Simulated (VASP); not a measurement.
# C (R-3m) in VASP: single point with PBE

Aim: the single point of C with PBE.

Everything below comes from runs of VASP 6.6.1. Logs are shortened: lines on timing, memory, paths and dates and some standing lists are left out, and cuts for length are marked.

### Step 1. The cell of the first run

The structure is trigonal, space group R-3m (No. 166). Conventional cell: a = 2.467 Å, b = 2.467 Å, c = 33.166 Å, α = 90.00°, β = 90.00°, γ = 120.00°. Within 1.9 Å of C (site symmetry 3m) lie 3 C at 1.42 Å. Within 1.9 Å of C (site symmetry 3m) lie 3 C at 1.42 Å.

### Step 2. Single point, PBE

File INCAR:

```
  PREC = Accurate
  ENCUT = 520
  EDIFF = 1E-6
  ISMEAR = 0
  SIGMA = 0.1
  LREAL = False
  LASPH = True
  NELM = 80
  ALGO = Normal
  ISIF = 2
  LWAVE = False
  LCHARG = False
  GGA = PE
  ISYM = 0
  NBANDS = 16
```

File KPOINTS:

```
Automatic mesh
0
Gamma
  15 15 3
```

File POSCAR:

```
C
1.0
    2.4665844389      0.0000000000      0.0000000000
   -1.2332922194      2.1361247846      0.0000000000
    1.2332922194      0.7120415949     11.0554528794
C
4
Direct
    0.8681087766      0.9340543883      0.1978368351
    0.1318912234      0.0659456117      0.8021631649
    0.4652275594      0.7326137797      0.8021586609
    0.5347724406      0.2673862203      0.1978413391
```

Potentials or basis: VASP PAW PBE potentials, release 64 (C).

The run is started by

```bash
$ cat potpaw_PBE.64/C/POTCAR > POTCAR
$ mpirun -np 1 vasp_std > vasp.out
```

OUTCAR:

```text
PREC = Accurate
   ENCUT = 520
   EDIFF = 1E-6
   ISMEAR = 0
   LREAL = False
   LASPH = True
   NELM = 80
   ISIF = 2
   GGA = PE
   ISYM = 0

 ion  position               nearest neighbor table
   1  0.868  0.934  0.198-   4 1.42   4 1.42   4 1.42
   2  0.132  0.066  0.802-   3 1.42   3 1.42   3 1.42
   3  0.465  0.733  0.802-   2 1.42   2 1.42   2 1.42
   4  0.535  0.267  0.198-   1 1.42   1 1.42   1 1.42

IMPORTANT INFORMATION: All symmetrisations will be switched off!
NOSYMM: (Re-)initialisation of all symmetry stuff for point group C_1.

----------------------------------------------------------------------------------------

                                     Primitive cell

  volume of cell :      58.2504

  direct lattice vectors                    reciprocal lattice vectors
     2.466584439  0.000000000  0.000000000     0.405418920  0.234068723 -0.060302068
    -1.233292219  2.136124785  0.000000000     0.000000000  0.468137446 -0.030151034
     1.233292219  0.712041595 11.055452879     0.000000000  0.000000000  0.090453101

  length of vectors
     2.466584439  2.466584439 11.146795562     0.472005304  0.469107400  0.090453101

  position of ions in fractional coordinates (direct lattice)
     0.868108777  0.934054388  0.197836835
     0.131891223  0.065945612  0.802163165
     0.465227559  0.732613780  0.802158661
     0.534772441  0.267386220  0.197841339

  ion indices of the primitive-cell ions
   primitive index   ion index
                 1           1
                 2           2
                 3           3
                 4           4

----------------------------------------------------------------------------------------

 KPOINTS: Automatic mesh

Automatic generation of k-mesh.
 Grid dimensions read from file:
 generate k-points for:   15   15    3

 Generating k-lattice:

  Cartesian coordinates                     Fractional coordinates (reciprocal lattice)
     0.027027928  0.015604582 -0.004020138     0.066666667  0.000000000  0.000000000
     0.000000000  0.031209163 -0.002010069     0.000000000  0.066666667  0.000000000
     0.000000000  0.000000000  0.030151034     0.000000000  0.000000000  0.333333333

  Length of vectors
     0.031467020  0.031273827  0.030151034

  Shift w.r.t. Gamma in fractional coordinates (k-lattice)
     0.000000000  0.000000000  0.000000000

 -----------------------------------------------------------------------------
|                                                                             |
|           W    W    AA    RRRRR   N    N  II  N    N   GGGG   !!!           |
|           W    W   A  A   R    R  NN   N  II  NN   N  G    G  !!!           |
|           W    W  A    A  R    R  N N  N  II  N N  N  G       !!!           |
|           W WW W  AAAAAA  RRRRR   N  N N  II  N  N N  G  GGG   !            |
|           WW  WW  A    A  R   R   N   NN  II  N   NN  G    G                |
|           W    W  A    A  R    R  N    N  II  N    N   GGGG   !!!           |
|                                                                             |
|     Your reciprocal lattice and k-lattice belong to different lattice       |
|     classes:                                                                |
|                                                                             |
|        The reciprocal lattice is rhombohedral (trigonal),                   |
|        whereas your k-lattice is base-centered monoclinic.                  |
|                                                                             |
|     Results are often still useful ...                                      |
|                                                                             |
 -----------------------------------------------------------------------------

 WARNING: IBZKPT: internal override: KBLOWUP is changed to .FALSE.
      ... skipping the blow-up phase ...

 Subroutine IBZKPT returns following result:
 ===========================================

 Found    338 irreducible k-points:

 Following reciprocal coordinates:
            Coordinates               Weight
  0.000000  0.000000  0.000000      1.000000
  0.066667  0.000000 -0.000000      2.000000
  0.133333  0.000000 -0.000000      2.000000
  0.200000  0.000000  0.000000      2.000000
  0.266667  0.000000 -0.000000      2.000000
  0.333333  0.000000  0.000000      2.000000
[... 16 lines left out ...]
 -0.066667  0.066667  0.000000      2.000000
  0.000000  0.133333  0.000000      2.000000
 [... further k-points ...]
   k-points           NKPTS =    338   k-points in BZ     NKDIM =    338   number of bands    NBANDS=     16
   number of dos      NEDOS =    301   number of ions     NIONS =      4
   total plane-waves  NPLWV =  27216
   dimension x,y,z NGX =    18 NGY =   18 NGZ =   84
   dimension x,y,z NGXF=    36 NGYF=   36 NGZF=  168
   ions per type =               4
   NGX,Y,Z   is equivalent  to a cutoff of  12.13, 12.13, 12.53 a.u.
   NGXF,Y,Z  is equivalent  to a cutoff of  24.26, 24.26, 25.06 a.u.
 SYSTEM =  unknown system
   PREC   = accura    normal or accurate (medium, high low for compatibility)
   ISTART =      0    job   : 0-new  1-cont  2-samecut
   ICHARG =      2    charge: 1-file 2-atom 10-const
   ISPIN  =      1    spin polarized calculation?
   LNONCOLLINEAR =      F non collinear calculations
   LSORBIT =      F    spin-orbit coupling
   LASPH  =      T    aspherical Exc in radial PAW
   ENCUT  =  520.0 eV  38.22 Ry    6.18 a.u.   4.59  4.59 20.73*2*pi/ulx,y,z
   NELM   =     80;   NELMIN=  2; NELMDL= -5     # of ELM steps
   EDIFF  = 0.1E-05   stopping-criterion for ELM
   LREAL  =      F    real-space projection
   EDIFFG = 0.1E-04   stopping-criterion for IOM
   NSW    =      0    number of steps for IOM
   IBRION =     -1    ionic relax: 0-MD 1-quasi-New 2-CG
   NFREE  =      0    steps in history (QN), initial steepest desc. (CG)
   ISIF   =      2    stress and relaxation
   ISYM   =      0    0-nonsym 1-usesym 2-fastsym
   POTIM  = 0.5000    time-step for ionic-motion
   TEBEG  =    0.0;   TEEND  =   0.0 temperature during run
   PSTRESS=    0.0 pullay stress
   NELECT =      16.0000    total number of electrons
   NUPDOWN=      -1.0000    fix difference up-down
   EMIN   =  10.00;   EMAX   =-10.00  energy-range for DOS
   EFERMI =   0.00;   METHOD = LEGACY
   ISMEAR =     0;   SIGMA  =   0.10  broadening in eV -4-tet -1-fermi 0-gaus
   EFERMI_NEDOS =   21; number of points for ismear=-14 and -15
   IALGO  =     38    algorithm
   IMIX   =      4    mixing-type and parameters
     AMIX     =   0.40;   BMIX     =  1.00
     AMIX_MAG =   1.60;   BMIX_MAG =  1.00
  volume/ion in A,a.u.               =      14.56        98.27
  Fermi-wavevector in a.u.,A,eV,Ry     =   1.064180  2.011009 15.408314  1.132479
  Thomas-Fermi vector in A             =   2.199690
   LORBIT       =      0    0 simple, 1 ext, 2 COOP (PROOUT), +10 PAW based schemes
   GGA     = PE    functional components
   LHFCALC =     F    Hartree Fock is set to
   AEXX    =    0.0000 exact exchange contribution
   IVDW    =     0    specifies the selected vdW correction
   LEPSILON=     F    determine dielectric tensor
   LRPA    =     F    only Hartree local field effects (RPA)
 non-spin polarized calculation
 Gauss-broadening in eV      SIGMA  =   0.10
  energy-cutoff  :      520.00
  volume of cell :       58.25
 maximum number of plane-waves:      1596
   NGX =  9   NGY =  9   NGZ = 41

 number of electron      16.0000002 magnetization

 Free energy of the ion-electron system (eV)
  ---------------------------------------------------
  ext. energy  EPLUGINS =         0.00000000
  ---------------------------------------------------
  free energy    TOTEN  =       -36.89989779 eV

  energy without entropy =      -36.89814480  energy(sigma->0) =      -36.89902130

 E-fermi :   1.1844     XC(G=0):  -7.1377

 val. band max:        1.1843727112   @ k =   0.3333   0.3333   0.0000
 cond. band min:       1.2384794518   @ k =  -0.3333  -0.3333   0.3333
 fundamental gap:      0.0541067407
 Fermi energy:         1.1844460621

 k-point     1 :       0.0000    0.0000    0.0000
  band No.  band energies     occupation
      1     -18.3381      2.00000
      2     -18.3242      2.00000
      3      -6.5307      2.00000
      4      -6.3235      2.00000
      5      -1.8610      2.00000
      6      -1.8610      2.00000
[... 8 lines left out ...]
     15       9.4870      0.00000
     16      12.6054      0.00000

 k-point     2 :       0.0667    0.0000   -0.0000
  band No.  band energies     occupation
      1     -18.2331      2.00000
      2     -18.2193      2.00000
      3      -6.4047      2.00000
      4      -6.1989      2.00000
      5      -2.2853      2.00000
      6      -2.2846      2.00000
[... 8 lines left out ...]
     15       9.9373      0.00000
     16      12.2412      0.00000

 k-point     3 :       0.1333    0.0000   -0.0000
  band No.  band energies     occupation
      1     -17.9187      2.00000
      2     -17.9053      2.00000
      3      -6.0288      2.00000
      4      -5.8272      2.00000
      5      -3.4126      2.00000
      6      -3.4112      2.00000
[... 8 lines left out ...]
     15      11.1769      0.00000
     16      11.2199      0.00000

 k-point     4 :       0.2000    0.0000    0.0000
  band No.  band energies     occupation
      1     -17.3971      2.00000
      2     -17.3844      2.00000
      3      -5.4098      2.00000
      4      -5.2155      2.00000
      5      -4.9587      2.00000
      6      -4.9563      2.00000
[... 8 lines left out ...]
     15       9.7684      0.00000
     16      12.9783      0.00000
[... 324 lines left out ...]
 k-point    22 :      -0.1333    0.0667    0.0000
  band No.  band energies     occupation
      1     -18.0234      2.00000
      2     -18.0098      2.00000
      3      -6.1538      2.00000
      4      -5.9506      2.00000
      5      -3.0094      2.00000
      6      -3.0087      2.00000
[... 8 lines left out ...]
     15      10.6111      0.00000
     16      11.5467      0.00000

 k-point    23 :      -0.0667    0.0667    0.0000
  band No.  band energies     occupation
      1     -18.2331      2.00000
      2     -18.2193      2.00000
      3      -6.4048      2.00000
      4      -6.1988      2.00000
      5      -2.2853      2.00000
      6      -2.2846      2.00000
[... 8 lines left out ...]
     15       9.9373      0.00000
     16      12.2321      0.00000

 k-point    24 :       0.0000    0.1333    0.0000
  band No.  band energies     occupation
      1     -17.9187      2.00000
      2     -17.9053      2.00000
      3      -6.0290      2.00000
      4      -5.8269      2.00000
      5      -3.4126      2.00000
      6      -3.4112      2.00000
[... 8 lines left out ...]
     15      11.1768      0.00000
     16      11.2172      0.00000

 [... further k-points ...]
[... 5 lines left out ...]
  --------------------------------------------------------------------------------------
  -------------------------------------------------------------------------------------
  Total        0.1533023      0.1533197     -0.0341262     -0.0000301      0.0000393      0.0000622
  in kB        4.2165765      4.2170557     -0.9386408     -0.0008288      0.0010809      0.0017095
  external PRESSURE =       2.4983305 kB  Pullay stress =       0.0000000 kB

 VOLUME and BASIS-vectors are now :
 -----------------------------------------------------------------------------
  energy-cutoff  :      520.00
  volume of cell :       58.25
      direct lattice vectors                 reciprocal lattice vectors
     2.466584439  0.000000000  0.000000000     0.405418920  0.234068723 -0.060302068
    -1.233292219  2.136124785  0.000000000     0.000000000  0.468137446 -0.030151034
     1.233292219  0.712041595 11.055452879     0.000000000  0.000000000  0.090453101

 POSITION                                       TOTAL-FORCE (eV/Angst)
 -----------------------------------------------------------------------------------
      1.23329      2.13612      2.18718         0.000016     -0.000001     -0.000092
      1.23329      0.71204      8.86828        -0.000012     -0.000014      0.000091
      1.23329      2.13612      8.86823        -0.000011     -0.000001      0.000128
      1.23329      0.71204      2.18723         0.000006      0.000015     -0.000127
 -----------------------------------------------------------------------------------
    total drift:                                0.000001     -0.000004     -0.000016

  FREE ENERGIE OF THE ION-ELECTRON SYSTEM (eV)
  ---------------------------------------------------
  free  energy   TOTEN  =       -36.8998977891 eV

  energy  without entropy=      -36.8981448032  energy(sigma->0) =      -36.89902130
```

Wall time 90 s (1 thread of Intel Xeon 6975P-C (Granite Rapids), shared host); peak memory 0.33 GiB.

Results:

```
Free energy            : -36.8999 eV
Pressure               : 0.2 GPa
Band gap on the k mesh : zero (filled and empty bands touch)
```

Stress tensor (GPa, compression positive):
```
 0.42  0.00  0.00
 0.00  0.42  0.00
 0.00  0.00 -0.09
```

Caveat: this functional lacks dispersion, which binds layers or chains, so the pressure and a relaxed spacing across them are unreliable.

The gap in the log of VASP goes by the Fermi energy; the results here count the filled bands.